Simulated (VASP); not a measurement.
# P in VASP: further runs, part 2 of 2

VASP 6.6.1. The steps go on from the part before.

## Step 4: Single point, PBEsol (atom 1 (P) moved -0.300 Å towards its neighbour atom 4 (P) at 2.199 Å)

Input file INCAR:

```
PREC     = Accurate       # precision mode
ENCUT    = 520            # plane-wave cutoff, eV
EDIFF    = 1E-6           # SCF threshold, eV
ISMEAR   = 0              # smearing method
SIGMA    = 0.05           # smearing width, eV
LREAL    = F              # projectors in reciprocal space
LASPH    = T              # aspherical terms in the spheres
NELM     = 60             # most SCF steps
ALGO     = Normal         # electronic algorithm
ISIF     = 2              # what is computed and relaxed
LWAVE    = F              # write WAVECAR
LCHARG   = F              # write CHGCAR
GGA      = PS             # functional
NBANDS   = 18             # bands
```

Input file KPOINTS:

```
regular mesh
0
Gamma
  8 1 6
```

Input file POSCAR:

```
P
1.0
    3.2837277200      0.0000000000      0.0000000000
    0.0000000000     34.8570309900      0.0000000000
    0.0000000000      0.0000000000      4.6320847100
P
4
Direct
    0.0682229727      0.9702614300      0.5490749315
    0.0000000000      0.0297385700      0.4078492800
    0.5000000000      0.0297385700      0.0921507200
    0.5000000000      0.9702614300      0.9078492800
```

Potentials or basis: VASP PAW PBE potentials, release 64 (P).

Run with:

```bash
$ cat potpaw_PBE.64/P/POTCAR > POTCAR
$ mpirun -np 1 vasp_std > vasp.out
```

OUTCAR:

```text
PREC = Accurate
   ENCUT = 520
   EDIFF = 1E-6
   ISMEAR = 0
   LREAL = F
   LASPH = T
   NELM = 60
   ISIF = 2
   GGA = PS

 ion  position               nearest neighbor table
   1  0.068  0.970  0.549-   4 2.18   2 2.19   4 2.50
   2  0.000  0.030  0.408-   1 2.19   3 2.20   3 2.20
   3  0.500  0.030  0.092-   2 2.20   2 2.20   4 2.24
   4  0.500  0.970  0.908-   1 2.18   3 2.24   1 2.50

  LATTYP: Found a simple orthorhombic cell.
 ALAT       =     3.2837277200
 B/A-ratio  =     1.4106177811
 C/A-ratio  =    10.6150795566

  Lattice vectors:

 A1 = (  -3.2837277200,   0.0000000000,   0.0000000000)
 A2 = (   0.0000000000,   0.0000000000,   4.6320847100)
 A3 = (   0.0000000000,  34.8570309900,   0.0000000000)

Analysis of symmetry for initial positions (statically):
=====================================================================
 Subroutine PRICEL returns:
 Original cell was already a primitive cell.

 Routine SETGRP: Setting up the symmetry group for a
 simple orthorhombic supercell.

 Subroutine GETGRP returns: Found  1 space group operations
 (whereof  1 operations were pure point group operations)
 out of a pool of  8 trial point group operations.

The static configuration has the point symmetry C_1 .

Analysis of symmetry for dynamics (positions and initial velocities):
=====================================================================
 Subroutine PRICEL returns:
 Original cell was already a primitive cell.

 Routine SETGRP: Setting up the symmetry group for a
 simple orthorhombic supercell.

 Subroutine GETGRP returns: Found  1 space group operations
 (whereof  1 operations were pure point group operations)
 out of a pool of  8 trial point group operations.

The dynamic configuration has the point symmetry C_1 .

 Subroutine INISYM returns: Found  1 space group operations
 (whereof  1 operations are pure point group operations),
 and found     1 'primitive' translations

----------------------------------------------------------------------------------------

                                     Primitive cell

  volume of cell :     530.1930

  direct lattice vectors                    reciprocal lattice vectors
     3.283727720  0.000000000  0.000000000     0.304531948  0.000000000  0.000000000
     0.000000000 34.857030990  0.000000000     0.000000000  0.028688617  0.000000000
     0.000000000  0.000000000  4.632084710     0.000000000  0.000000000  0.215885516

  length of vectors
     3.283727720 34.857030990  4.632084710     0.304531948  0.028688617  0.215885516

  position of ions in fractional coordinates (direct lattice)
     0.068222973  0.970261430  0.549074932
     0.000000000  0.029738570  0.407849280
     0.500000000  0.029738570  0.092150720
     0.500000000  0.970261430  0.907849280

  ion indices of the primitive-cell ions
   primitive index   ion index
                 1           1
                 2           2
                 3           3
                 4           4

----------------------------------------------------------------------------------------

 KPOINTS: regular mesh

Automatic generation of k-mesh.
 Grid dimensions read from file:
 generate k-points for:    8    1    6

 Generating k-lattice:

  Cartesian coordinates                     Fractional coordinates (reciprocal lattice)
     0.038066494  0.000000000  0.000000000     0.125000000  0.000000000  0.000000000
     0.000000000  0.028688617  0.000000000     0.000000000  1.000000000  0.000000000
     0.000000000  0.000000000  0.035980919     0.000000000  0.000000000  0.166666667

  Length of vectors
     0.038066494  0.028688617  0.035980919

  Shift w.r.t. Gamma in fractional coordinates (k-lattice)
     0.000000000  0.000000000  0.000000000

 Subroutine IBZKPT returns following result:
 ===========================================

 Found     26 irreducible k-points:

 Following reciprocal coordinates:
            Coordinates               Weight
  0.000000  0.000000  0.000000      1.000000
  0.125000  0.000000  0.000000      2.000000
  0.250000  0.000000  0.000000      2.000000
  0.375000  0.000000  0.000000      2.000000
  0.500000  0.000000  0.000000      1.000000
  0.000000  0.000000  0.166667      2.000000
[... 16 lines left out ...]
  0.125000  0.000000  0.500000      2.000000
  0.250000  0.000000  0.500000      2.000000
 [... further k-points ...]
   k-points           NKPTS =     26   k-points in BZ     NKDIM =     26   number of bands    NBANDS=     18
   number of dos      NEDOS =    301   number of ions     NIONS =      4
   total plane-waves  NPLWV = 233280
   dimension x,y,z NGX =    24 NGY =  270 NGZ =   36
   dimension x,y,z NGXF=    48 NGYF=  540 NGZF=   72
   ions per type =               4
   NGX,Y,Z   is equivalent  to a cutoff of  12.15, 12.88, 12.92 a.u.
   NGXF,Y,Z  is equivalent  to a cutoff of  24.30, 25.75, 25.84 a.u.
 SYSTEM =  unknown system
   PREC   = accura    normal or accurate (medium, high low for compatibility)
   ISTART =      0    job   : 0-new  1-cont  2-samecut
   ICHARG =      2    charge: 1-file 2-atom 10-const
   ISPIN  =      1    spin polarized calculation?
   LNONCOLLINEAR =      F non collinear calculations
   LSORBIT =      F    spin-orbit coupling
   LASPH  =      T    aspherical Exc in radial PAW
   ENCUT  =  520.0 eV  38.22 Ry    6.18 a.u.   6.11 64.81  8.61*2*pi/ulx,y,z
   NELM   =     60;   NELMIN=  2; NELMDL= -5     # of ELM steps
   EDIFF  = 0.1E-05   stopping-criterion for ELM
   LREAL  =      F    real-space projection
   EDIFFG = 0.1E-04   stopping-criterion for IOM
   NSW    =      0    number of steps for IOM
   IBRION =     -1    ionic relax: 0-MD 1-quasi-New 2-CG
   NFREE  =      0    steps in history (QN), initial steepest desc. (CG)
   ISIF   =      2    stress and relaxation
   ISYM   =      2    0-nonsym 1-usesym 2-fastsym
   POTIM  = 0.5000    time-step for ionic-motion
   TEBEG  =    0.0;   TEEND  =   0.0 temperature during run
   PSTRESS=    0.0 pullay stress
   NELECT =      20.0000    total number of electrons
   NUPDOWN=      -1.0000    fix difference up-down
   EMIN   =  10.00;   EMAX   =-10.00  energy-range for DOS
   EFERMI =   0.00;   METHOD = LEGACY
   ISMEAR =     0;   SIGMA  =   0.05  broadening in eV -4-tet -1-fermi 0-gaus
   EFERMI_NEDOS =   21; number of points for ismear=-14 and -15
   IALGO  =     38    algorithm
   IMIX   =      4    mixing-type and parameters
     AMIX     =   0.40;   BMIX     =  1.00
     AMIX_MAG =   1.60;   BMIX_MAG =  1.00
  volume/ion in A,a.u.               =     132.55       894.48
  Fermi-wavevector in a.u.,A,eV,Ry     =   0.549044  1.037542  4.101461  0.301449
  Thomas-Fermi vector in A             =   1.580001
   LORBIT       =      0    0 simple, 1 ext, 2 COOP (PROOUT), +10 PAW based schemes
   GGA     = PS    functional components
   LHFCALC =     F    Hartree Fock is set to
   AEXX    =    0.0000 exact exchange contribution
   IVDW    =     0    specifies the selected vdW correction
   LEPSILON=     F    determine dielectric tensor
   LRPA    =     F    only Hartree local field effects (RPA)
 non-spin polarized calculation
 Gauss-broadening in eV      SIGMA  =   0.05
  energy-cutoff  :      520.00
  volume of cell :      530.19
 maximum number of plane-waves:     14344
   NGX = 13   NGY =129   NGZ = 17

 number of electron      20.0000001 magnetization

 Free energy of the ion-electron system (eV)
  ---------------------------------------------------
  ext. energy  EPLUGINS =         0.00000000
  ---------------------------------------------------
  free energy    TOTEN  =       -22.45682133 eV

  energy without entropy =      -22.45682133  energy(sigma->0) =      -22.45682133

 E-fermi :  -3.3302     XC(G=0):  -1.7678

 val. band max:       -3.5539255495   @ k =   0.0000   0.0000   0.0000
 cond. band min:      -2.8143538142   @ k =   0.5000   0.0000   0.0000
 fundamental gap:      0.7395717353
 Fermi energy:        -3.3301664000

 k-point     1 :       0.0000    0.0000    0.0000
  band No.  band energies     occupation
      1     -18.4818      2.00000
      2     -15.6604      2.00000
      3     -12.9006      2.00000
      4      -9.1854      2.00000
      5      -8.3991      2.00000
      6      -8.0347      2.00000
[... 481 lines left out ...]
      5      -9.0145      2.00000
      6      -8.2384      2.00000
[... 10 lines left out ...]
     17       2.7216      0.00000
     18       3.0201      0.00000

 [... further k-points ...]

------------------------ aborting loop because EDIFF is reached ----------------------------------------

  FORCE on cell =-STRESS in cart. coord.  units (eV):
  Direction    XX          YY          ZZ          XY          YZ          ZX
  --------------------------------------------------------------------------------------
  -------------------------------------------------------------------------------------
  Total       -0.5013750      0.9458915     -2.0541245      0.7281450     -1.0624667      1.6618365
  in kB       -1.5150928      2.8583663     -6.2073083      2.2003634     -3.2106421      5.0218630
  external PRESSURE =      -1.6213449 kB  Pullay stress =       0.0000000 kB

 VOLUME and BASIS-vectors are now :
 -----------------------------------------------------------------------------
  energy-cutoff  :      520.00
  volume of cell :      530.19
      direct lattice vectors                 reciprocal lattice vectors
     3.283727720  0.000000000  0.000000000     0.304531948  0.000000000  0.000000000
     0.000000000 34.857030990  0.000000000     0.000000000  0.028688617  0.000000000
     0.000000000  0.000000000  4.632084710     0.000000000  0.000000000  0.215885516

 POSITION                                       TOTAL-FORCE (eV/Angst)
 -----------------------------------------------------------------------------------
      0.22403     33.82043      2.54336        -1.482004     -0.259125      1.493874
      0.00000      1.03660      1.88919         0.187426      0.226178      0.094835
      1.64186      1.03660      0.42685         0.163839      0.237062     -0.607416
      1.64186     33.82043      4.20523         1.130738     -0.204115     -0.981293
 -----------------------------------------------------------------------------------
    total drift:                               -0.000008     -0.000008     -0.000012

  FREE ENERGIE OF THE ION-ELECTRON SYSTEM (eV)
  ---------------------------------------------------
  free  energy   TOTEN  =       -22.4568213291 eV

  energy  without entropy=      -22.4568213291  energy(sigma->0) =      -22.45682133
```

Wall time 2.9 min (1 thread of Intel Xeon 6975P-C (Granite Rapids), shared host); peak memory 0.6 GiB.

Results:

```
Free energy            : -22.4568 eV
Largest force          : 2.120 eV/Å
Band gap on the k mesh : 0.74 eV (least direct gap 1.16 eV)
```

Forces in eV/Å, atoms in the order of the input:
```
P   -1.482 -0.259  1.494
P    0.187  0.226  0.095
P    0.164  0.237 -0.607
P    1.131 -0.204 -0.981
```

Levels at points of the mesh, in eV from the valence-band top:
| k point | band 7 | band 8 | band 9 | band 10 | band 11 | band 12 | band 13 | band 14 |
| --- | --- | --- | --- | --- | --- | --- | --- | --- |
| (0.00, 0.00, 0.00) | -3.06 | -1.79 | -0.80 | 0.00 | 1.16 | 1.58 | 2.59 | 3.82 |
| (0.50, 0.00, 0.00) | -3.00 | -2.47 | -2.04 | -1.75 | 0.74 | 1.37 | 1.86 | 2.39 |
| (0.00, 0.00, 0.50) | -2.55 | -1.74 | -1.34 | -0.70 | 1.91 | 2.16 | 3.56 | 3.79 |
| (0.50, 0.00, 0.50) | -4.49 | -4.26 | -1.20 | -0.93 | 2.33 | 3.11 | 3.16 | 3.86 |

Caveat: the cell differs from its parent crystal (atom 1 (P) moved -0.300 Å towards its neighbour atom 4 (P) at 2.199 Å); the PAW data sets were made with another functional, which shifts forces and pressure a little.

## Step 5: Single point, PBEsol (atom 1 (P) moved +0.225 Å towards its neighbour atom 4 (P) at 2.199 Å)

Input file INCAR:

```
SYSTEM = P
PREC     = Accurate       ! precision mode
ENCUT    = 520            ! plane-wave cutoff, eV
EDIFF    = 1E-6           ! SCF threshold, eV
ISMEAR   = 0              ! smearing method
SIGMA    = 0.05           ! smearing width, eV
LREAL    = .FALSE.        ! projectors in reciprocal space
LASPH    = .TRUE.         ! aspherical terms in the spheres
NELM     = 80             ! most SCF steps
ALGO     = Normal         ! electronic algorithm
ISIF     = 2              ! what is computed and relaxed
LWAVE    = .FALSE.        ! write WAVECAR
LCHARG   = .FALSE.        ! write CHGCAR
GGA      = PS             ! functional
NBANDS   = 18             ! bands
```

Input file KPOINTS:

```
Automatic mesh
0
G
  8 1 6
  0 0 0
```

Changes to POSCAR since step 4:

```diff
@@ -8,3 +8,3 @@
 Direct
-    0.0682229727      0.9702614300      0.5490749315
+   -0.0511672295      0.9702614300      0.6244575614
     0.0000000000      0.0297385700      0.4078492800
```

Potentials or basis: VASP PAW PBE potentials, release 64 (P).

Run with:

```bash
$ cat potpaw_PBE.64/P/POTCAR > POTCAR
$ mpirun -np 1 vasp_std > vasp.out
```

OUTCAR:

```text
SYSTEM = P
   PREC = Accurate
   ENCUT = 520
   EDIFF = 1E-6
   ISMEAR = 0
   LREAL = .FALSE.
   LASPH = .TRUE.
   NELM = 80
   ISIF = 2
   GGA = PS

 ion  position               nearest neighbor table
   1  0.949  0.970  0.624-   4 1.97   4 2.24   2 2.31
   2  0.000  0.030  0.408-   3 2.20   3 2.20   1 2.31
   3  0.500  0.030  0.092-   2 2.20   2 2.20   4 2.24
   4  0.500  0.970  0.908-   1 1.97   1 2.24   3 2.24

  LATTYP: Found a simple orthorhombic cell.
[... 702 lines left out ...]

  FORCE on cell =-STRESS in cart. coord.  units (eV):
  Direction    XX          YY          ZZ          XY          YZ          ZX
  --------------------------------------------------------------------------------------
  -------------------------------------------------------------------------------------
  Total        1.9484489     -0.3770126      3.0366747     -0.7604217      0.9374734     -3.6512634
  in kB        5.8879698     -1.1392852      9.1764526     -2.2978998      2.8329278    -11.0336630
  external PRESSURE =       4.6417124 kB  Pullay stress =       0.0000000 kB

 VOLUME and BASIS-vectors are now :
 -----------------------------------------------------------------------------
  energy-cutoff  :      520.00
  volume of cell :      530.19
      direct lattice vectors                 reciprocal lattice vectors
     3.283727720  0.000000000  0.000000000     0.304531948  0.000000000  0.000000000
     0.000000000 34.857030990  0.000000000     0.000000000  0.028688617  0.000000000
     0.000000000  0.000000000  4.632084710     0.000000000  0.000000000  0.215885516

 POSITION                                       TOTAL-FORCE (eV/Angst)
 -----------------------------------------------------------------------------------
      3.11571     33.82043      2.89254         3.086779      0.060508     -3.196807
      0.00000      1.03660      1.88919        -0.204083     -0.095358      0.394024
      1.64186      1.03660      0.42685        -0.162759     -0.079577      0.058225
      1.64186     33.82043      4.20523        -2.719937      0.114427      2.744558
 -----------------------------------------------------------------------------------
    total drift:                               -0.000047     -0.000003      0.000052

  FREE ENERGIE OF THE ION-ELECTRON SYSTEM (eV)
  ---------------------------------------------------
  free  energy   TOTEN  =       -22.3567467989 eV

  energy  without entropy=      -22.3567467988  energy(sigma->0) =      -22.35674680
```

Wall time 2.7 min (1 thread of Intel Xeon 6975P-C (Granite Rapids), shared host); peak memory 0.57 GiB.

Results:

```
Free energy            : -22.3567 eV
Largest force          : 4.444 eV/Å
Band gap on the k mesh : 0.63 eV (least direct gap 0.67 eV)
```

Forces in eV/Å, atoms in the order of the input:
```
P    3.087  0.061 -3.197
P   -0.204 -0.095  0.394
P   -0.163 -0.080  0.058
P   -2.720  0.114  2.745
```

Caveat: the cell differs from its parent crystal (atom 1 (P) moved +0.225 Å towards its neighbour atom 4 (P) at 2.199 Å); the PAW data sets were made with another functional, which shifts forces and pressure a little.

## Step 6: Single point, PBEsol (atom 1 (P) moved -0.150 Å towards its neighbour atom 4 (P) at 2.199 Å)

Input file INCAR:

```
PREC = Accurate ; ENCUT = 520
EDIFF = 1E-6 ; ISMEAR = 0
SIGMA = 0.05 ; LREAL = False
LASPH = True ; NELM = 60
ALGO = Normal ; ISIF = 2
LWAVE = False ; LCHARG = True
GGA = PS ; LELF = True
LVHAR = True ; NBANDS = 18
```

Input file KPOINTS:

```
Automatic mesh
0
Gamma
  8 1 6
```

Changes to POSCAR since step 5:

```diff
@@ -8,3 +8,3 @@
 Direct
-   -0.0511672295      0.9702614300      0.6244575614
+    0.0341114863      0.9702614300      0.5706128258
     0.0000000000      0.0297385700      0.4078492800
```

Potentials or basis: VASP PAW PBE potentials, release 64 (P).

Run with:

```bash
$ cat potpaw_PBE.64/P/POTCAR > POTCAR
$ mpirun -np 1 vasp_std > vasp.out
```

It took 3.1 min on 1 thread of Intel Xeon 6975P-C (Granite Rapids), shared host; peak memory 0.59 GiB.

Results (log left out):

| Item | Value |
| --- | --- |
| Free energy | -22.7193 eV |
| Largest force | 1.316 eV/Å |
| Band gap on the k mesh | 1.02 eV (least direct gap 1.06 eV) |

Forces on the atoms (eV/Å):
```
P   -1.008 -0.162  0.830
P    0.114  0.152  0.153
P    0.090  0.145 -0.433
P    0.805 -0.135 -0.550
```

Levels at points of the mesh, in eV from the valence-band top:
```tsv
k point	band 6	band 7	band 8	band 9	band 10	band 11	band 12	band 13	band 14	band 15
(0.00, 0.00, 0.00)	-4.53	-3.20	-1.72	-1.30	0.00	1.06	1.63	2.69	3.47	4.52
(0.50, 0.00, 0.00)	-4.93	-2.85	-2.60	-2.01	-1.83	1.02	1.32	1.97	2.31	3.77
(0.00, 0.00, 0.50)	-2.76	-2.62	-2.07	-1.36	-1.17	2.08	2.19	3.65	3.70	3.85
(0.50, 0.00, 0.50)	-4.90	-4.57	-4.51	-1.11	-0.97	2.35	2.77	3.48	3.81	5.06
```

Caveat: the cell differs from its parent crystal (atom 1 (P) moved -0.150 Å towards its neighbour atom 4 (P) at 2.199 Å); the PAW data sets were made with another functional, which shifts forces and pressure a little.

## Step 7: Summary

| cell | gap on the mesh (eV) | largest force (eV/Å) |
| --- | --- | --- |
| as given, atomic positions A | 0.72 | 2.66 |
| as given, atomic positions B | 0.58 | 5.52 |
| as given, atomic positions C | 0.74 | 2.12 |
| as given, atomic positions D | 0.63 | 4.44 |
| as given, atomic positions E | 1.02 | 1.32 |

Alike in all rows: task single point; level PBEsol; potentials or basis VASP PAW PBE potentials, release 64 (P); no spin polarisation; k mesh 8 × 1 × 6; cutoff (eV) 520; smearing gaussian 0.05 eV.

Caveats: the PAW data sets were made with another functional, which shifts forces and pressure a little.

Absolute energies hang on the potentials; compare differences alone.
